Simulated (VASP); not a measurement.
# TiN (Fm-3m) in VASP: further runs

Runs on TiN. Level: PBE. Tasks: single point.

Everything below comes from runs of VASP 6.6.1. Logs are shortened: lines on timing, memory, paths and dates and some standing lists are left out, and cuts for length are marked.

## 1. The cell of the first run

The structure is cubic, space group Fm-3m (No. 225). The conventional cell has a = 4.230 Å, b = 4.230 Å, c = 4.230 Å, α = 90.00°, β = 90.00°, γ = 90.00°. Within 2.8 Å of Ti (site symmetry m-3m) lie 6 N at 2.11 Å. Within 2.8 Å of N (site symmetry m-3m) lie 6 Ti at 2.11 Å.

## 2. Single point, PBE (volume scaled by 0.99)

INCAR reads:

```
ALGO = Normal
EDIFF = 1E-7
ENCUT = 520
GGA = PE
ISIF = 2
ISMEAR = -1
LASPH = T
LCHARG = T
LELF = T
LREAL = F
LVHAR = T
LWAVE = F
NBANDS = 16
NELM = 100
PREC = Accurate
SIGMA = 0.05
```

KPOINTS reads:

```
k-points
0
Gamma
  13 13 13
```

POSCAR reads:

```
TiN
1.0
    0.0000000000      2.1149029570      2.1149029570
    2.1149029570      0.0000000000      2.1149029570
    2.1149029570      2.1149029570      0.0000000000
Ti N
1 1
Direct
    0.0000000000      0.0000000000      0.0000000000
    0.5000000000      0.5000000000      0.5000000000
```

Potentials or basis: VASP PAW PBE potentials, release 64 (Ti_sv, N).

Command:

```sh
$ cat potpaw_PBE.64/Ti_sv/POTCAR potpaw_PBE.64/N/POTCAR > POTCAR
$ mpirun -np 1 vasp_std > vasp.out
```

OUTCAR:

```text
EDIFF = 1E-7
   ENCUT = 520
   GGA = PE
   ISIF = 2
   ISMEAR = -1
   LASPH = T
   LREAL = F
   NELM = 100
   PREC = Accurate

 ion  position               nearest neighbor table
   1  0.000  0.000  0.000-   2 2.11   2 2.11   2 2.11   2 2.11   2 2.11   2 2.11
   2  0.500  0.500  0.500-   1 2.11   1 2.11   1 2.11   1 2.11   1 2.11   1 2.11

  LATTYP: Found a face centered cubic cell.
 ALAT       =     4.2298059140

  Lattice vectors:

 A1 = (   0.0000000000,   2.1149029570,   2.1149029570)
 A2 = (   2.1149029570,   0.0000000000,   2.1149029570)
 A3 = (   2.1149029570,   2.1149029570,   0.0000000000)

Analysis of symmetry for initial positions (statically):
=====================================================================
 Subroutine PRICEL returns:
 Original cell was already a primitive cell.

 Routine SETGRP: Setting up the symmetry group for a
 face centered cubic supercell.

 Subroutine GETGRP returns: Found 48 space group operations
 (whereof 48 operations were pure point group operations)
 out of a pool of 48 trial point group operations.

The static configuration has the point symmetry O_h .

Analysis of symmetry for dynamics (positions and initial velocities):
=====================================================================
 Subroutine PRICEL returns:
 Original cell was already a primitive cell.

 Routine SETGRP: Setting up the symmetry group for a
 face centered cubic supercell.

 Subroutine GETGRP returns: Found 48 space group operations
 (whereof 48 operations were pure point group operations)
 out of a pool of 48 trial point group operations.

The dynamic configuration has the point symmetry O_h .

 Subroutine INISYM returns: Found 48 space group operations
 (whereof 48 operations are pure point group operations),
 and found     1 'primitive' translations

----------------------------------------------------------------------------------------

                                     Primitive cell

  volume of cell :      18.9191

  direct lattice vectors                    reciprocal lattice vectors
     0.000000000  2.114902957  2.114902957    -0.236417467  0.236417467  0.236417467
     2.114902957  0.000000000  2.114902957     0.236417467 -0.236417467  0.236417467
     2.114902957  2.114902957  0.000000000     0.236417467  0.236417467 -0.236417467

  length of vectors
     2.990924445  2.990924445  2.990924445     0.409487065  0.409487065  0.409487065

  position of ions in fractional coordinates (direct lattice)
     0.000000000  0.000000000  0.000000000
     0.500000000  0.500000000  0.500000000

  ion indices of the primitive-cell ions
   primitive index   ion index
                 1           1
                 2           2

----------------------------------------------------------------------------------------

 KPOINTS: k-points

Automatic generation of k-mesh.
 Grid dimensions read from file:
 generate k-points for:   13   13   13

 Generating k-lattice:

  Cartesian coordinates                     Fractional coordinates (reciprocal lattice)
    -0.018185959  0.018185959  0.018185959     0.076923077  0.000000000  0.000000000
     0.018185959 -0.018185959  0.018185959     0.000000000  0.076923077  0.000000000
     0.018185959  0.018185959 -0.018185959     0.000000000  0.000000000  0.076923077

  Length of vectors
     0.031499005  0.031499005  0.031499005

  Shift w.r.t. Gamma in fractional coordinates (k-lattice)
     0.000000000  0.000000000  0.000000000

 Subroutine IBZKPT returns following result:
 ===========================================

 Found     84 irreducible k-points:

 Following reciprocal coordinates:
            Coordinates               Weight
  0.000000  0.000000  0.000000      1.000000
  0.076923  0.000000  0.000000      8.000000
  0.153846  0.000000  0.000000      8.000000
  0.230769  0.000000  0.000000      8.000000
  0.307692  0.000000  0.000000      8.000000
  0.384615  0.000000  0.000000      8.000000
[... 16 lines left out ...]
  0.384615  0.153846  0.000000     24.000000
  0.461538  0.153846  0.000000     24.000000
 [... further k-points ...]
   k-points           NKPTS =     84   k-points in BZ     NKDIM =     84   number of bands    NBANDS=     16
   number of dos      NEDOS =    301   number of ions     NIONS =      2
   total plane-waves  NPLWV =  13824
   dimension x,y,z NGX =    24 NGY =   24 NGZ =   24
   dimension x,y,z NGXF=    48 NGYF=   48 NGZF=   48
   ions per type =               1   1
   NGX,Y,Z   is equivalent  to a cutoff of  13.34, 13.34, 13.34 a.u.
   NGXF,Y,Z  is equivalent  to a cutoff of  26.68, 26.68, 26.68 a.u.
 SYSTEM =  unknown system
   PREC   = accura    normal or accurate (medium, high low for compatibility)
   ISTART =      0    job   : 0-new  1-cont  2-samecut
   ICHARG =      2    charge: 1-file 2-atom 10-const
   ISPIN  =      1    spin polarized calculation?
   LNONCOLLINEAR =      F non collinear calculations
   LSORBIT =      F    spin-orbit coupling
   LASPH  =      T    aspherical Exc in radial PAW
   ENCUT  =  520.0 eV  38.22 Ry    6.18 a.u.   5.56  5.56  5.56*2*pi/ulx,y,z
   NELM   =    100;   NELMIN=  2; NELMDL= -5     # of ELM steps
   EDIFF  = 0.1E-06   stopping-criterion for ELM
   LREAL  =      F    real-space projection
   EDIFFG = 0.1E-05   stopping-criterion for IOM
   NSW    =      0    number of steps for IOM
   IBRION =     -1    ionic relax: 0-MD 1-quasi-New 2-CG
   NFREE  =      0    steps in history (QN), initial steepest desc. (CG)
   ISIF   =      2    stress and relaxation
   ISYM   =      2    0-nonsym 1-usesym 2-fastsym
   POTIM  = 0.5000    time-step for ionic-motion
   TEBEG  =    0.0;   TEEND  =   0.0 temperature during run
   PSTRESS=    0.0 pullay stress
   NELECT =      17.0000    total number of electrons
   NUPDOWN=      -1.0000    fix difference up-down
   EMIN   =  10.00;   EMAX   =-10.00  energy-range for DOS
   EFERMI =   0.00;   METHOD = LEGACY
   ISMEAR =    -1;   SIGMA  =   0.05  broadening in eV -4-tet -1-fermi 0-gaus
   EFERMI_NEDOS =   21; number of points for ismear=-14 and -15
   IALGO  =     38    algorithm
   IMIX   =      4    mixing-type and parameters
     AMIX     =   0.40;   BMIX     =  1.00
     AMIX_MAG =   1.60;   BMIX_MAG =  1.00
  volume/ion in A,a.u.               =       9.46        63.84
  Fermi-wavevector in a.u.,A,eV,Ry     =   1.579758  2.985311 33.955201  2.495637
  Thomas-Fermi vector in A             =   2.680089
   LORBIT       =      0    0 simple, 1 ext, 2 COOP (PROOUT), +10 PAW based schemes
   GGA     = PE    functional components
   LHFCALC =     F    Hartree Fock is set to
   AEXX    =    0.0000 exact exchange contribution
   IVDW    =     0    specifies the selected vdW correction
   LEPSILON=     F    determine dielectric tensor
   LRPA    =     F    only Hartree local field effects (RPA)
 non-spin polarized calculation
  energy-cutoff  :      520.00
  volume of cell :       18.92
 maximum number of plane-waves:       532
   NGX = 11   NGY = 11   NGZ = 11

 number of electron      17.0000001 magnetization

 Free energy of the ion-electron system (eV)
  ---------------------------------------------------
  ext. energy  EPLUGINS =         0.00000000
  ---------------------------------------------------
  free energy    TOTEN  =       -19.63851950 eV

  energy without entropy =      -19.63169426  energy(sigma->0) =      -19.63510688

 E-fermi :  11.5979     XC(G=0): -13.0666

 val. band max:       11.5003484705   @ k =  -0.1538   0.2308   0.0769
 cond. band min:      11.6156634064   @ k =  -0.1538   0.1538   0.0000
 fundamental gap:      0.1153149358
 Fermi energy:        11.5978602521

 k-point     1 :       0.0000    0.0000    0.0000
  band No.  band energies     occupation
      1     -46.2930      2.00000
      2     -22.2664      2.00000
      3     -22.2664      2.00000
      4     -22.2664      2.00000
      5      -5.5917      2.00000
      6       9.5072      2.00000
[... 8 lines left out ...]
     15      24.7643      0.00000
     16      31.4222      0.00000

 k-point     2 :       0.0769    0.0000    0.0000
  band No.  band energies     occupation
      1     -46.2873      2.00000
      2     -22.3064      2.00000
      3     -22.2697      2.00000
      4     -22.2697      2.00000
      5      -5.4750      2.00000
      6       8.8663      2.00000
[... 8 lines left out ...]
     15      24.8515      0.00000
     16      31.2610      0.00000

 k-point     3 :       0.1538    0.0000    0.0000
  band No.  band energies     occupation
      1     -46.2715      2.00000
      2     -22.4158      2.00000
      3     -22.2789      2.00000
      4     -22.2789      2.00000
      5      -5.1420      2.00000
      6       7.6411      2.00000
[... 8 lines left out ...]
     15      24.8801      0.00000
     16      30.6627      0.00000

 k-point     4 :       0.2308    0.0000    0.0000
  band No.  band energies     occupation
      1     -46.2491      2.00000
      2     -22.5668      2.00000
      3     -22.2917      2.00000
      4     -22.2917      2.00000
      5      -4.6423      2.00000
      6       6.3100      2.00000
[... 8 lines left out ...]
     15      24.6080      0.00000
     16      29.5383      0.00000

 k-point     5 :       0.3077    0.0000    0.0000
  band No.  band energies     occupation
      1     -46.2251      2.00000
      2     -22.7231      2.00000
      3     -22.3053      2.00000
      4     -22.3053      2.00000
      5      -4.0563      2.00000
      6       5.0719      2.00000
[... 8 lines left out ...]
     15      24.4992      0.00000
     16      28.1775      0.00000

 k-point     6 :       0.3846    0.0000    0.0000
  band No.  band energies     occupation
      1     -46.2052      2.00000
      2     -22.8500      2.00000
      3     -22.3165      2.00000
      4     -22.3165      2.00000
      5      -3.5031      2.00000
      6       4.0809      2.00000
[... 8 lines left out ...]
     15      24.9042      0.00000
     16      26.9839      0.00000
[... 267 lines left out ...]
 k-point    21 :       0.2308    0.1538    0.0000
  band No.  band energies     occupation
      1     -46.2476      2.00000
      2     -22.4992      2.00000
      3     -22.3328      2.00000
      4     -22.3260      2.00000
      5      -4.7341      2.00000
      6       6.0603      2.00000
[... 8 lines left out ...]
     15      25.1951      0.00000
     16      29.2680      0.00000

 k-point    22 :       0.3077    0.1538    0.0000
  band No.  band energies     occupation
      1     -46.2264      2.00000
      2     -22.6266      2.00000
      3     -22.3503      2.00000
      4     -22.3423      2.00000
      5      -4.3146      2.00000
      6       5.3868      2.00000
[... 8 lines left out ...]
     15      24.8023      0.00000
     16      27.9971      0.00000

 k-point    23 :       0.3846    0.1538    0.0000
  band No.  band energies     occupation
      1     -46.2057      2.00000
      2     -22.7480      2.00000
      3     -22.3660      2.00000
      4     -22.3603      2.00000
      5      -3.8637      2.00000
      6       4.7652      2.00000
[... 8 lines left out ...]
     15      24.5880      0.00000
     16      26.8456      0.00000

 k-point    24 :       0.4615    0.1538    0.0000
  band No.  band energies     occupation
      1     -46.1902      2.00000
      2     -22.8357      2.00000
      3     -22.3927      2.00000
      4     -22.3607      2.00000
      5      -3.4830      2.00000
      6       4.2430      2.00000
[... 8 lines left out ...]
     15      24.7842      0.00000
     16      25.9965      0.00000

 [... further k-points ...]
[... 5 lines left out ...]
  --------------------------------------------------------------------------------------
  -------------------------------------------------------------------------------------
  Total        0.4598396      0.4598396      0.4598396     -0.0000000      0.0000000      0.0000000
  in kB       38.9417614     38.9417614     38.9417614     -0.0000000      0.0000000      0.0000000
  external PRESSURE =      38.9417614 kB  Pullay stress =       0.0000000 kB

 VOLUME and BASIS-vectors are now :
 -----------------------------------------------------------------------------
  energy-cutoff  :      520.00
  volume of cell :       18.92
      direct lattice vectors                 reciprocal lattice vectors
     0.000000000  2.114902957  2.114902957    -0.236417467  0.236417467  0.236417467
     2.114902957  0.000000000  2.114902957     0.236417467 -0.236417467  0.236417467
     2.114902957  2.114902957  0.000000000     0.236417467  0.236417467 -0.236417467

 POSITION                                       TOTAL-FORCE (eV/Angst)
 -----------------------------------------------------------------------------------
      0.00000      0.00000      0.00000         0.000000      0.000000     -0.000000
      2.11490      2.11490      2.11490        -0.000000     -0.000000      0.000000
 -----------------------------------------------------------------------------------
    total drift:                                0.000000     -0.000000     -0.000000

  FREE ENERGIE OF THE ION-ELECTRON SYSTEM (eV)
  ---------------------------------------------------
  free  energy   TOTEN  =       -19.6385195025 eV

  energy  without entropy=      -19.6316942601  energy(sigma->0) =      -19.63510688
```

It took 27 s on 1 thread of Intel Xeon Platinum 8488C (Sapphire Rapids), shared host; peak memory 0.15 GiB.

What came out:

```
Free energy : -19.6385 eV
Pressure    : 3.9 GPa
```

(Continued in part 2 of 2.)
